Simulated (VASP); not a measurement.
# Ba2N in VASP: single point with LDA

Aim: the single point of Ba2N with LDA.

Program: VASP 6.6.1. These are calculated values, not measurements. Logs are shortened: lines on timing, memory, paths and dates and some standing lists are left out, and cuts for length are marked.

### 1 The cell of the first run

The cell holds a slab with vacuum, 12 atoms: a = 4.029 Å, b = 4.029 Å, c = 40.401 Å, α = 90.00°, β = 90.00°, γ = 60.00°.

### 2 Single point, LDA

INCAR reads:

```
PREC = Accurate ; ENCUT = 520
EDIFF = 1E-6 ; ISMEAR = -1
SIGMA = 0.05 ; LREAL = F
LASPH = T ; NELM = 80
ALGO = Normal ; ISIF = 2
LWAVE = F ; LCHARG = F
LDIPOL = T ; IDIPOL = 3
DIPOL = 0.5 0.5 0.488 ; NBANDS = 62
```

KPOINTS reads:

```
regular mesh
0
Gamma
  5 5 1
```

POSCAR reads:

```
Ba2N
1.0
    4.0289999984      0.0000000000      0.0000000000
    2.0144999976      3.4892163514      0.0000000000
    0.0000000000      0.0000000000     40.4005897500
Ba N
8 4
Direct
    0.0000000004      0.0000000004      0.2964211618
    0.6666666668      0.6666666668      0.1856262569
    0.6666666675      0.6666666675      0.4814432133
    0.3333333339      0.3333333339      0.3706483084
    0.3333333347      0.3333333347      0.6664652649
    0.0000000011      0.0000000011      0.5556703600
    0.0000000018      0.0000000018      0.8514873165
    0.6666666682      0.6666666682      0.7406924116
    0.0000000000      0.0000000000      0.1485126835
    0.6666666671      0.6666666671      0.3335347351
    0.3333333343      0.3333333343      0.5185567867
    0.0000000014      0.0000000014      0.7035788382
```

Potentials or basis: VASP PAW LDA potentials, release 64 (Ba_sv, N).

The run is started by

```
$ cat potpaw_LDA.64/Ba_sv/POTCAR potpaw_LDA.64/N/POTCAR > POTCAR
$ mpirun -np 1 vasp_std > vasp.out
```

OUTCAR:

```text
PREC = Accurate
   ENCUT = 520
   EDIFF = 1E-6
   ISMEAR = -1
   LREAL = F
   LASPH = T
   NELM = 80
   ISIF = 2

 ion  position               nearest neighbor table
   1  0.000  0.000  0.296-  10 2.77  10 2.77  10 2.77   4 3.80   4 3.80   4 3.80
   2  0.667  0.667  0.186-   9 2.77   9 2.77   9 2.77
   3  0.667  0.667  0.481-  11 2.77  11 2.77  11 2.77   6 3.80   6 3.80   6 3.80
   4  0.333  0.333  0.371-  10 2.77  10 2.77  10 2.77   1 3.80   1 3.80   1 3.80
   5  0.333  0.333  0.666-  12 2.77  12 2.77  12 2.77   8 3.80   8 3.80   8 3.80
   6  0.000  0.000  0.556-  11 2.77  11 2.77  11 2.77   3 3.80   3 3.80   3 3.80
   7  0.000  0.000  0.851-
   8  0.667  0.667  0.741-  12 2.77  12 2.77  12 2.77   5 3.80   5 3.80   5 3.80
   9  0.000  0.000  0.149-   2 2.77   2 2.77   2 2.77
  10  0.667  0.667  0.334-   4 2.77   1 2.77   1 2.77   1 2.77   4 2.77   4 2.77
  11  0.333  0.333  0.519-   6 2.77   6 2.77   6 2.77   3 2.77   3 2.77   3 2.77
  12  0.000  0.000  0.704-   5 2.77   5 2.77   5 2.77   8 2.77   8 2.77   8 2.77

  LATTYP: Found a hexagonal cell.
 ALAT       =     4.0289999984
 C/A-ratio  =    10.0274484403

  Lattice vectors:

 A1 = (  -2.0144999976,  -3.4892163514,   0.0000000000)
 A2 = (   4.0289999984,   0.0000000000,   0.0000000000)
 A3 = (   0.0000000000,   0.0000000000,  40.4005897500)

Analysis of symmetry for initial positions (statically):
=====================================================================
 Subroutine PRICEL returns:
 Original cell was already a primitive cell.

 Routine SETGRP: Setting up the symmetry group for a
 hexagonal supercell.

 Subroutine GETGRP returns: Found  6 space group operations
 (whereof  6 operations were pure point group operations)
 out of a pool of 24 trial point group operations.

The static configuration has the point symmetry C_3v.

Analysis of symmetry for dynamics (positions and initial velocities):
=====================================================================
 Subroutine PRICEL returns:
 Original cell was already a primitive cell.

 Routine SETGRP: Setting up the symmetry group for a
 hexagonal supercell.

 Subroutine GETGRP returns: Found  6 space group operations
 (whereof  6 operations were pure point group operations)
 out of a pool of 24 trial point group operations.

The dynamic configuration has the point symmetry C_3v.

 Subroutine INISYM returns: Found  6 space group operations
 (whereof  6 operations are pure point group operations),
 and found     1 'primitive' translations

----------------------------------------------------------------------------------------

                                     Primitive cell

  volume of cell :     567.9536

  direct lattice vectors                    reciprocal lattice vectors
     4.028999998  0.000000000  0.000000000     0.248200546 -0.143298652  0.000000000
     2.014499998  3.489216351  0.000000000     0.000000000  0.286597304  0.000000000
     0.000000000  0.000000000 40.400589750     0.000000000  0.000000000  0.024752114

  length of vectors
     4.028999998  4.028999998 40.400589750     0.286597304  0.286597304  0.024752114

  position of ions in fractional coordinates (direct lattice)
     0.000000000  0.000000000  0.296421162
     0.666666667  0.666666667  0.185626257
     0.666666668  0.666666668  0.481443213
     0.333333334  0.333333334  0.370648308
     0.333333335  0.333333335  0.666465265
     0.000000001  0.000000001  0.555670360
     0.000000002  0.000000002  0.851487316
     0.666666668  0.666666668  0.740692412
     0.000000000  0.000000000  0.148512684
     0.666666667  0.666666667  0.333534735
     0.333333334  0.333333334  0.518556787
     0.000000001  0.000000001  0.703578838

  ion indices of the primitive-cell ions
   primitive index   ion index
                 1           1
                 2           2
                 3           3
                 4           4
                 5           5
                 6           6
                 7           7
                 8           8
                 9           9
                10          10
                11          11
                12          12

----------------------------------------------------------------------------------------

 KPOINTS: regular mesh

Automatic generation of k-mesh.
 Grid dimensions read from file:
 generate k-points for:    5    5    1

 Generating k-lattice:

  Cartesian coordinates                     Fractional coordinates (reciprocal lattice)
     0.049640109 -0.028659730  0.000000000     0.200000000  0.000000000  0.000000000
     0.000000000  0.057319461  0.000000000     0.000000000  0.200000000  0.000000000
     0.000000000  0.000000000  0.024752114     0.000000000  0.000000000  1.000000000

  Length of vectors
     0.057319461  0.057319461  0.024752114

  Shift w.r.t. Gamma in fractional coordinates (k-lattice)
     0.000000000  0.000000000  0.000000000

 Subroutine IBZKPT returns following result:
 ===========================================

 Found      5 irreducible k-points:

 Following reciprocal coordinates:
            Coordinates               Weight
  0.000000  0.000000  0.000000      1.000000
  0.200000  0.000000  0.000000      6.000000
  0.400000  0.000000  0.000000      6.000000
  0.400000  0.200000  0.000000      6.000000
 -0.400000  0.200000  0.000000      6.000000
   k-points           NKPTS =      5   k-points in BZ     NKDIM =      5   number of bands    NBANDS=     62
   number of dos      NEDOS =    301   number of ions     NIONS =     12
   total plane-waves  NPLWV = 270000
   dimension x,y,z NGX =    30 NGY =   30 NGZ =  300
   dimension x,y,z NGXF=    60 NGYF=   60 NGZF=  600
   ions per type =               8   4
   NGX,Y,Z   is equivalent  to a cutoff of  12.38, 12.38, 12.34 a.u.
   NGXF,Y,Z  is equivalent  to a cutoff of  24.76, 24.76, 24.69 a.u.
 SYSTEM =  unknown system
   PREC   = accura    normal or accurate (medium, high low for compatibility)
   ISTART =      0    job   : 0-new  1-cont  2-samecut
   ICHARG =      2    charge: 1-file 2-atom 10-const
   ISPIN  =      1    spin polarized calculation?
   LNONCOLLINEAR =      F non collinear calculations
   LSORBIT =      F    spin-orbit coupling
   LASPH  =      T    aspherical Exc in radial PAW
   ENCUT  =  520.0 eV  38.22 Ry    6.18 a.u.   7.49  7.49 75.12*2*pi/ulx,y,z
   NELM   =     80;   NELMIN=  2; NELMDL= -5     # of ELM steps
   EDIFF  = 0.1E-05   stopping-criterion for ELM
   LREAL  =      F    real-space projection
   EDIFFG = 0.1E-04   stopping-criterion for IOM
   NSW    =      0    number of steps for IOM
   IBRION =     -1    ionic relax: 0-MD 1-quasi-New 2-CG
   NFREE  =      0    steps in history (QN), initial steepest desc. (CG)
   ISIF   =      2    stress and relaxation
   ISYM   =      2    0-nonsym 1-usesym 2-fastsym
   POTIM  = 0.5000    time-step for ionic-motion
   TEBEG  =    0.0;   TEEND  =   0.0 temperature during run
   PSTRESS=    0.0 pullay stress
   NELECT =     100.0000    total number of electrons
   NUPDOWN=      -1.0000    fix difference up-down
   EMIN   =  10.00;   EMAX   =-10.00  energy-range for DOS
   EFERMI =   0.00;   METHOD = LEGACY
   ISMEAR =    -1;   SIGMA  =   0.05  broadening in eV -4-tet -1-fermi 0-gaus
   EFERMI_NEDOS =   21; number of points for ismear=-14 and -15
   IALGO  =     38    algorithm
   IMIX   =      4    mixing-type and parameters
     AMIX     =   0.40;   BMIX     =  1.00
     AMIX_MAG =   1.60;   BMIX_MAG =  1.00
  volume/ion in A,a.u.               =      47.33       319.40
  Fermi-wavevector in a.u.,A,eV,Ry     =   0.917566  1.733948 11.455112  0.841927
  Thomas-Fermi vector in A             =   2.042549
   LORBIT       =      0    0 simple, 1 ext, 2 COOP (PROOUT), +10 PAW based schemes
   GGA     = CA    functional components
   LHFCALC =     F    Hartree Fock is set to
   AEXX    =    0.0000 exact exchange contribution
   IVDW    =     0    specifies the selected vdW correction
   LEPSILON=     F    determine dielectric tensor
   LRPA    =     F    only Hartree local field effects (RPA)
 non-spin polarized calculation
  energy-cutoff  :      520.00
  volume of cell :      567.95
 maximum number of plane-waves:     15373
 NGX is ok and might be reduce to    30
   NGX = 15   NGY = 15   NGZ =151

 dipolmoment           0.000000      0.000000      0.095173 electrons x Angstroem

 number of electron     100.0000003 magnetization

 dipolmoment           0.000000      0.000000     -0.372484 electrons x Angstroem

 Free energy of the ion-electron system (eV)
  ---------------------------------------------------
  ext. energy  EPLUGINS =         0.00000000
  ---------------------------------------------------
  free energy    TOTEN  =       -55.02814814 eV

  energy without entropy =      -54.82799991  energy(sigma->0) =      -54.92807402

 E-fermi :   0.2994     XC(G=0):  -6.8203

 val. band max:        0.2955698096   @ k =   0.4000   0.0000   0.0000
 cond. band min:       0.3142594768   @ k =   0.2000   0.0000   0.0000
 fundamental gap:      0.0186896673
 Fermi energy:         0.2993742008

 k-point     1 :       0.0000    0.0000    0.0000
  band No.  band energies     occupation
      1     -28.7065      2.00000
      2     -27.8484      2.00000
      3     -27.8063      2.00000
      4     -27.7768      2.00000
      5     -27.6783      2.00000
      6     -27.6498      2.00000
[... 54 lines left out ...]
     61       2.5244      0.00000
     62       2.5975      0.00000

 k-point     2 :       0.2000    0.0000    0.0000
  band No.  band energies     occupation
      1     -28.6736      2.00000
      2     -27.7988      2.00000
      3     -27.7553      2.00000
      4     -27.7277      2.00000
      5     -27.6525      2.00000
      6     -27.6253      2.00000
[... 54 lines left out ...]
     61       2.2763      0.00000
     62       2.3957      0.00000

 k-point     3 :       0.4000    0.0000    0.0000
  band No.  band energies     occupation
      1     -28.6194      2.00000
      2     -27.7110      2.00000
      3     -27.6614      2.00000
      4     -27.6419      2.00000
      5     -27.6159      2.00000
      6     -27.5947      2.00000
[... 54 lines left out ...]
     61       2.0875      0.00000
     62       2.6526      0.00000

 k-point     4 :       0.4000    0.2000    0.0000
  band No.  band energies     occupation
      1     -28.6299      2.00000
      2     -27.7292      2.00000
      3     -27.6819      2.00000
      4     -27.6595      2.00000
      5     -27.6218      2.00000
      6     -27.5984      2.00000
[... 54 lines left out ...]
     61       1.8275      0.00000
     62       2.2292      0.00000

 k-point     5 :      -0.4000    0.2000    0.0000
  band No.  band energies     occupation
      1     -28.6026      2.00000
      2     -27.6811      2.00000
      3     -27.6237      2.00000
      4     -27.6136      2.00000
      5     -27.6069      2.00000
      6     -27.5936      2.00000
[... 54 lines left out ...]
     61       1.7529      0.00000
     62       1.9750      0.00000

------------------------ aborting loop because EDIFF is reached ----------------------------------------

 vacuum level on the upper side and lower side of the slab       (xc-potential included)        -3.142         1.882

  FORCE on cell =-STRESS in cart. coord.  units (eV):
  Direction    XX          YY          ZZ          XY          YZ          ZX
  --------------------------------------------------------------------------------------
  -------------------------------------------------------------------------------------
  Total       -6.0956048     -6.0956049     -8.3384720      0.0000000      0.0000000      0.0000000
  in kB      -17.1954885    -17.1954885    -23.5225384      0.0000000      0.0000000      0.0000000
  external PRESSURE =     -19.3045051 kB  Pullay stress =       0.0000000 kB

 VOLUME and BASIS-vectors are now :
 -----------------------------------------------------------------------------
  energy-cutoff  :      520.00
  volume of cell :      567.95
      direct lattice vectors                 reciprocal lattice vectors
     4.028999998  0.000000000  0.000000000     0.248200546 -0.143298652  0.000000000
     2.014499998  3.489216351  0.000000000     0.000000000  0.286597304  0.000000000
     0.000000000  0.000000000 40.400589750     0.000000000  0.000000000  0.024752114

 POSITION                                       TOTAL-FORCE (eV/Angst)
 -----------------------------------------------------------------------------------
      0.00000      0.00000     11.97559        -0.000000     -0.000000      0.311117
      4.02900      2.32614      7.49941        -0.000000     -0.000000     -2.689558
      4.02900      2.32614     19.45059         0.000000      0.000000      0.338750
      2.01450      1.16307     14.97441         0.000000     -0.000000     -0.309229
      2.01450      1.16307     26.92559         0.000000     -0.000000      0.364709
      0.00000      0.00000     22.44941        -0.000000     -0.000000     -0.339561
      0.00000      0.00000     34.40059        -0.000000      0.000000     -0.138847
      4.02900      2.32614     29.92441        -0.000000     -0.000000     -0.132028
      0.00000      0.00000      6.00000        -0.000000     -0.000000      2.748056
      4.02900      2.32614     13.47500        -0.000000     -0.000000     -0.037073
      2.01450      1.16307     20.95000        -0.000000      0.000000     -0.002060
      0.00000      0.00000     28.42500         0.000000      0.000000     -0.114276
 -----------------------------------------------------------------------------------
    total drift:                               -0.000036     -0.000021     -0.000411

  FREE ENERGIE OF THE ION-ELECTRON SYSTEM (eV)
  ---------------------------------------------------
  free  energy   TOTEN  =       -55.0281481408 eV

  energy  without entropy=      -54.8279999074  energy(sigma->0) =      -54.92807402

 vacuum level on the upper side and lower side of the slab         2.289         7.365
```

Wall time 20 min (1 thread of Intel Xeon Platinum 8259CL at 2.50GHz (Skylake/Cascade Lake), shared host); peak memory 0.49 GiB.

What came out:

```yaml
Free_energy: -55.0281 eV
Largest_force: 2.748 eV/Å
Band_gap_on_the_k_mesh: zero (bands 50 and 51 overlap by 0.57 eV)
```

Forces in eV/Å, atoms in the order of the input:
```
Ba   0.000  0.000  0.311
Ba   0.000  0.000 -2.690
Ba   0.000  0.000  0.339
Ba   0.000  0.000 -0.309
Ba   0.000  0.000  0.365
Ba   0.000  0.000 -0.340
Ba   0.000  0.000 -0.139
Ba   0.000  0.000 -0.132
N    0.000  0.000  2.748
N    0.000  0.000 -0.037
N    0.000  0.000 -0.002
N    0.000  0.000 -0.114
```

Levels at points of the mesh, in eV from the Fermi level:
```csv
k point,band 50,band 51,band 52,band 53,band 54,band 55
"(0.00, 0.00, 0.00)",-0.52,-0.36,-0.16,-0.16,0.37,0.62
```

Caveat: the k points lie up to 0.36 Å⁻¹ apart, too coarse for converged energies and pressures of a metal; spin-orbit coupling is left out, which moves the levels of the heavy elements.
